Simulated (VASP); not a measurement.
# Os (Pm-3m) in VASP: a series of runs

Runs on Os. Level: PBEsol. Tasks: single point.

Everything below comes from runs of VASP 6.6.1. Logs are shortened: lines on timing, memory, paths and dates and some standing lists are left out, and cuts for length are marked.

## (1) The cell of the first run

It takes space group Pm-3m (No. 221, cubic). The conventional cell has a = 2.531 Å, b = 2.531 Å, c = 2.531 Å, α = 90.00°, β = 90.00°, γ = 90.00°. Os (site symmetry m-3m) has 6 Os at 2.53 Å within 3.3 Å.

## (2) Single point, PBEsol

Contents of INCAR:

```
ALGO = Normal ; EDIFF = 1E-7
ENCUT = 520 ; GGA = PS
ISIF = 2 ; ISMEAR = -1
LASPH = T ; LCHARG = F
LREAL = F ; LWAVE = F
NBANDS = 10 ; NELM = 100
PREC = Accurate ; SIGMA = 0.1
```

Contents of KPOINTS:

```
k-points
0
Gamma
  15 15 15
```

Contents of POSCAR:

```
Os
1.0
    2.5313331119      0.0000000000      0.0000000000
    0.0000000000      2.5313331119      0.0000000000
    0.0000000000      0.0000000000      2.5313331119
Os
1
Direct
    0.0000000000      0.0000000000      0.0000000000
```

Potentials or basis: VASP PAW PBE potentials, release 64 (Os).

On the command line:

```bash
> cat potpaw_PBE.64/Os/POTCAR > POTCAR
> mpirun -np 1 vasp_std > vasp.out
```

OUTCAR:

```text
EDIFF = 1E-7
   ENCUT = 520
   GGA = PS
   ISIF = 2
   ISMEAR = -1
   LASPH = T
   LREAL = F
   NELM = 100
   PREC = Accurate

 ion  position               nearest neighbor table
   1  0.000  0.000  0.000-

  LATTYP: Found a simple cubic cell.
 ALAT       =     2.5313331119

  Lattice vectors:

 A1 = (   2.5313331119,   0.0000000000,   0.0000000000)
 A2 = (   0.0000000000,   2.5313331119,   0.0000000000)
 A3 = (   0.0000000000,   0.0000000000,   2.5313331119)

Analysis of symmetry for initial positions (statically):
=====================================================================
 Subroutine PRICEL returns:
 Original cell was already a primitive cell.

 Routine SETGRP: Setting up the symmetry group for a
 simple cubic supercell.

 Subroutine GETGRP returns: Found 48 space group operations
 (whereof 48 operations were pure point group operations)
 out of a pool of 48 trial point group operations.

The static configuration has the point symmetry O_h .

Analysis of symmetry for dynamics (positions and initial velocities):
=====================================================================
 Subroutine PRICEL returns:
 Original cell was already a primitive cell.

 Routine SETGRP: Setting up the symmetry group for a
 simple cubic supercell.

 Subroutine GETGRP returns: Found 48 space group operations
 (whereof 48 operations were pure point group operations)
 out of a pool of 48 trial point group operations.

The dynamic configuration has the point symmetry O_h .

 Subroutine INISYM returns: Found 48 space group operations
 (whereof 48 operations are pure point group operations),
 and found     1 'primitive' translations

----------------------------------------------------------------------------------------

                                     Primitive cell

  volume of cell :      16.2199

  direct lattice vectors                    reciprocal lattice vectors
     2.531333112  0.000000000  0.000000000     0.395048757  0.000000000  0.000000000
     0.000000000  2.531333112  0.000000000     0.000000000  0.395048757  0.000000000
     0.000000000  0.000000000  2.531333112     0.000000000  0.000000000  0.395048757

  length of vectors
     2.531333112  2.531333112  2.531333112     0.395048757  0.395048757  0.395048757

  position of ions in fractional coordinates (direct lattice)
     0.000000000  0.000000000  0.000000000

  ion indices of the primitive-cell ions
   primitive index   ion index
                 1           1

----------------------------------------------------------------------------------------

 KPOINTS: k-points

Automatic generation of k-mesh.
 Grid dimensions read from file:
 generate k-points for:   15   15   15

 Generating k-lattice:

  Cartesian coordinates                     Fractional coordinates (reciprocal lattice)
     0.026336584  0.000000000  0.000000000     0.066666667  0.000000000  0.000000000
     0.000000000  0.026336584  0.000000000     0.000000000  0.066666667  0.000000000
     0.000000000  0.000000000  0.026336584     0.000000000  0.000000000  0.066666667

  Length of vectors
     0.026336584  0.026336584  0.026336584

  Shift w.r.t. Gamma in fractional coordinates (k-lattice)
     0.000000000  0.000000000  0.000000000

 Subroutine IBZKPT returns following result:
 ===========================================

 Found    120 irreducible k-points:

 Following reciprocal coordinates:
            Coordinates               Weight
  0.000000  0.000000  0.000000      1.000000
  0.066667  0.000000  0.000000      6.000000
  0.133333  0.000000  0.000000      6.000000
  0.200000  0.000000  0.000000      6.000000
  0.266667  0.000000  0.000000      6.000000
  0.333333  0.000000  0.000000      6.000000
[... 16 lines left out ...]
  0.266667  0.200000  0.000000     24.000000
  0.333333  0.200000  0.000000     24.000000
 [... further k-points ...]
   k-points           NKPTS =    120   k-points in BZ     NKDIM =    120   number of bands    NBANDS=     10
   number of dos      NEDOS =    301   number of ions     NIONS =      1
   total plane-waves  NPLWV =   8000
   dimension x,y,z NGX =    20 NGY =   20 NGZ =   20
   dimension x,y,z NGXF=    40 NGYF=   40 NGZF=   40
   ions per type =               1
   NGX,Y,Z   is equivalent  to a cutoff of  13.14, 13.14, 13.14 a.u.
   NGXF,Y,Z  is equivalent  to a cutoff of  26.27, 26.27, 26.27 a.u.
 SYSTEM =  unknown system
   PREC   = accura    normal or accurate (medium, high low for compatibility)
   ISTART =      0    job   : 0-new  1-cont  2-samecut
   ICHARG =      2    charge: 1-file 2-atom 10-const
   ISPIN  =      1    spin polarized calculation?
   LNONCOLLINEAR =      F non collinear calculations
   LSORBIT =      F    spin-orbit coupling
   LASPH  =      T    aspherical Exc in radial PAW
   ENCUT  =  520.0 eV  38.22 Ry    6.18 a.u.   4.71  4.71  4.71*2*pi/ulx,y,z
   NELM   =    100;   NELMIN=  2; NELMDL= -5     # of ELM steps
   EDIFF  = 0.1E-06   stopping-criterion for ELM
   LREAL  =      F    real-space projection
   EDIFFG = 0.1E-05   stopping-criterion for IOM
   NSW    =      0    number of steps for IOM
   IBRION =     -1    ionic relax: 0-MD 1-quasi-New 2-CG
   NFREE  =      0    steps in history (QN), initial steepest desc. (CG)
   ISIF   =      2    stress and relaxation
   ISYM   =      2    0-nonsym 1-usesym 2-fastsym
   POTIM  = 0.5000    time-step for ionic-motion
   TEBEG  =    0.0;   TEEND  =   0.0 temperature during run
   PSTRESS=    0.0 pullay stress
   NELECT =       8.0000    total number of electrons
   NUPDOWN=      -1.0000    fix difference up-down
   EMIN   =  10.00;   EMAX   =-10.00  energy-range for DOS
   EFERMI =   0.00;   METHOD = LEGACY
   ISMEAR =    -1;   SIGMA  =   0.10  broadening in eV -4-tet -1-fermi 0-gaus
   EFERMI_NEDOS =   21; number of points for ismear=-14 and -15
   IALGO  =     38    algorithm
   IMIX   =      4    mixing-type and parameters
     AMIX     =   0.40;   BMIX     =  1.00
     AMIX_MAG =   1.60;   BMIX_MAG =  1.00
  volume/ion in A,a.u.               =      16.22       109.46
  Fermi-wavevector in a.u.,A,eV,Ry     =   1.293468  2.444299 22.763339  1.673058
  Thomas-Fermi vector in A             =   2.425111
   LORBIT       =      0    0 simple, 1 ext, 2 COOP (PROOUT), +10 PAW based schemes
   GGA     = PS    functional components
   LHFCALC =     F    Hartree Fock is set to
   AEXX    =    0.0000 exact exchange contribution
   IVDW    =     0    specifies the selected vdW correction
   LEPSILON=     F    determine dielectric tensor
   LRPA    =     F    only Hartree local field effects (RPA)
 non-spin polarized calculation
  energy-cutoff  :      520.00
  volume of cell :       16.22
 maximum number of plane-waves:       461
 NGX is ok and might be reduce to    20
   NGX =  9   NGY =  9   NGZ =  9

 number of electron       7.9999998 magnetization

 Free energy of the ion-electron system (eV)
  ---------------------------------------------------
  ext. energy  EPLUGINS =         0.00000000
  ---------------------------------------------------
  free energy    TOTEN  =       -10.65558674 eV

  energy without entropy =      -10.61258247  energy(sigma->0) =      -10.63408460

 E-fermi :   7.3906     XC(G=0): -13.1597

 val. band max:        7.3809277048   @ k =   0.3333   0.2667   0.0000
 cond. band min:       7.4189180073   @ k =   0.3333   0.3333   0.0000
 fundamental gap:      0.0379903026
 Fermi energy:         7.3905724264

 k-point     1 :       0.0000    0.0000    0.0000
  band No.  band energies     occupation
      1      -2.3357      2.00000
      2       1.2166      2.00000
      3       1.2166      2.00000
      4       9.7857      0.00000
      5       9.7857      0.00000
      6       9.7857      0.00000
      7      23.0827      0.00000
      8      23.0827      0.00000
      9      23.0827      0.00000
     10      29.2573      0.00000

 k-point     2 :       0.0667    0.0000    0.0000
  band No.  band energies     occupation
      1      -2.1866      2.00000
      2       1.2511      2.00000
      3       1.3716      2.00000
      4       9.5867      0.00000
      5       9.5867      0.00000
      6       9.8005      0.00000
      7      22.1849      0.00000
      8      23.3846      0.00000
      9      23.3846      0.00000
     10      29.9020      0.00000

 k-point     3 :       0.1333    0.0000    0.0000
  band No.  band energies     occupation
      1      -1.7740      2.00000
      2       1.3498      2.00000
      3       1.8414      2.00000
      4       9.0630      0.00000
      5       9.0630      0.00000
      6       9.8425      0.00000
      7      20.3841      0.00000
      8      24.2068      0.00000
      9      24.2068      0.00000
     10      29.2430      0.00000

 k-point     4 :       0.2000    0.0000    0.0000
  band No.  band energies     occupation
      1      -1.1872      2.00000
      2       1.4994      2.00000
      3       2.6220      2.00000
      4       8.3743      0.00011
      5       8.3743      0.00011
      6       9.9049      0.00000
      7      18.5149      0.00000
      8      25.3629      0.00000
      9      25.3629      0.00000
     10      27.3801      0.00000
[... 222 lines left out ...]
 k-point    22 :       0.2000    0.2000    0.0000
  band No.  band energies     occupation
      1      -0.0694      2.00000
      2       2.3755      2.00000
      3       3.3703      2.00000
      4       6.8938      1.98618
      5       8.3817      0.00010
      6       8.7238      0.00000
      7      20.2601      0.00000
      8      20.4679      0.00000
      9      27.6405      0.00000
     10      27.7734      0.00000

 k-point    23 :       0.2667    0.2000    0.0000
  band No.  band energies     occupation
      1       0.5070      2.00000
      2       2.6477      2.00000
      3       4.1097      2.00000
      4       6.5001      1.99973
      5       7.8363      0.02293
      6       8.6937      0.00000
      7      18.5141      0.00000
      8      21.3838      0.00000
      9      26.9276      0.00000
     10      29.1483      0.00000

 k-point    24 :       0.3333    0.2000    0.0000
  band No.  band energies     occupation
      1       1.0440      2.00000
      2       2.8159      2.00000
      3       4.3408      2.00000
      4       7.0597      1.92943
      5       7.2658      1.55391
      6       8.7758      0.00000
      7      16.9339      0.00000
      8      22.3976      0.00000
      9      26.0823      0.00000
     10      30.5166      0.00000

 [... further k-points ...]

------------------------ aborting loop because EDIFF is reached ----------------------------------------

  FORCE on cell =-STRESS in cart. coord.  units (eV):
  Direction    XX          YY          ZZ          XY          YZ          ZX
  --------------------------------------------------------------------------------------
  -------------------------------------------------------------------------------------
  Total        0.0067512      0.0067512      0.0067512     -0.0000000      0.0000000     -0.0000000
  in kB        0.6668729      0.6668729      0.6668729     -0.0000000      0.0000000     -0.0000000
  external PRESSURE =       0.6668729 kB  Pullay stress =       0.0000000 kB

 VOLUME and BASIS-vectors are now :
 -----------------------------------------------------------------------------
  energy-cutoff  :      520.00
  volume of cell :       16.22
      direct lattice vectors                 reciprocal lattice vectors
     2.531333112  0.000000000  0.000000000     0.395048757  0.000000000  0.000000000
     0.000000000  2.531333112  0.000000000     0.000000000  0.395048757  0.000000000
     0.000000000  0.000000000  2.531333112     0.000000000  0.000000000  0.395048757

 POSITION                                       TOTAL-FORCE (eV/Angst)
 -----------------------------------------------------------------------------------
      0.00000      0.00000      0.00000         0.000000      0.000000      0.000000
 -----------------------------------------------------------------------------------
    total drift:                                0.000000      0.000000      0.000000

  FREE ENERGIE OF THE ION-ELECTRON SYSTEM (eV)
  ---------------------------------------------------
  free  energy   TOTEN  =       -10.6555867377 eV

  energy  without entropy=      -10.6125824718  energy(sigma->0) =      -10.63408460
```

It took 11 s on 1 thread of Intel Xeon Platinum 8259CL at 2.50GHz (Skylake/Cascade Lake), shared host; peak memory 0.14 GiB.

Results:

```
Free energy            : -10.6556 eV
Pressure               : 0.1 GPa
Band gap on the k mesh : zero (band 4 reaches 12.20 eV, above the bottom of band 5 at 6.26 eV)
```

Levels at points of the mesh, in eV from the Fermi level:
```
           k point  band 2  band 3  band 4  band 5  band 6  band 7
(0.00, 0.00, 0.00)   -6.17   -6.17    2.40    2.40    2.40   15.69
```

Caveat: the PAW data sets were made with another functional, which shifts forces and pressure a little; spin-orbit coupling is left out, which moves the levels of the heavy elements.

## (3) Single point, PBEsol

Contents of INCAR:

```
SYSTEM = Os
PREC     = Accurate       ! precision mode
ENCUT    = 520            ! plane-wave cutoff, eV
EDIFF    = 1E-6           ! SCF threshold, eV
ISMEAR   = -1             ! smearing method
SIGMA    = 0.1            ! smearing width, eV
LREAL    = .False.        ! projectors in reciprocal space
LASPH    = .True.         ! aspherical terms in the spheres
NELM     = 100            ! most SCF steps
ALGO     = Normal         ! electronic algorithm
ISIF     = 2              ! what is computed and relaxed
LWAVE    = .False.        ! write WAVECAR
LCHARG   = .True.         ! write CHGCAR
GGA      = PS             ! functional
LELF     = .True.         ! ELF
LVHAR    = .True.       
NBANDS   = 10             ! bands
```

Contents of KPOINTS:

```
Automatic mesh
0
Gamma
  15 15 15
  0 0 0
```

POSCAR is that of step 2.

Potentials or basis: VASP PAW PBE potentials, release 64 (Os).

On the command line:

```bash
> cat potpaw_PBE.64/Os/POTCAR > POTCAR
> mpirun -np 1 vasp_std > vasp.out
```

Wall time 11 s (1 thread of Intel Xeon Platinum 8259CL at 2.50GHz (Skylake/Cascade Lake), shared host); peak memory 0.14 GiB.

It converged, with:

```
Free energy            : -10.6556 eV
Pressure               : 0.1 GPa
Band gap on the k mesh : zero (band 4 reaches 12.20 eV, above the bottom of band 5 at 6.26 eV)
```

Levels at points of the mesh, in eV from the Fermi level:
| k point | band 2 | band 3 | band 4 | band 5 | band 6 | band 7 |
| --- | --- | --- | --- | --- | --- | --- |
| (0.00, 0.00, 0.00) | -6.17 | -6.17 | 2.40 | 2.40 | 2.40 | 15.69 |

Caveat: the PAW data sets were made with another functional, which shifts forces and pressure a little; spin-orbit coupling is left out, which moves the levels of the heavy elements.
